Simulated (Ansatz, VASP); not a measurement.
Cd in VASP and in Ansatz

```
Cd
1.0
     2.80323    0.00000    0.00000
    -1.40161    2.42767    0.00000
     0.00000    0.00000    6.34369
Cd
2
Direct
  0.33333 0.66667 0.25000
  0.66667 0.33333 0.75000
```

Alike in both runs: task single point; functional PBE; k mesh 24 × 24 × 10; occupations gaussian, width 0.15 eV; no spin polarisation.

|  | VASP | Ansatz |
| --- | --- | --- |
| version | VASP 6.6.1 | Ansatz 0.2.0 |
| potentials or method | VASP PAW PBE potentials, release 64 (Cd), cutoff 520 eV | scalar-relativistic, plane waves, PAW |
| valence electrons in the cell | 24 | 40 |

Ansatz gave:

```
gap on the k mesh at the Fermi level (eV)                     : none
pressure (GPa)                                                : 8.9
traceless stress, the component that is largest in VASP (GPa) : -8.85
```

Q: Which values does VASP return?

A: gap on the k mesh at the Fermi level (eV): none; pressure (GPa): 9.4; traceless stress, the component that is largest in VASP (GPa): -9.26.

A gap of «none» marks a metal or a gap that the smearing closes. VASP's potentials hold 24 valence electrons a cell and Ansatz's 40, so a difference there can come from the potentials and not from the codes.
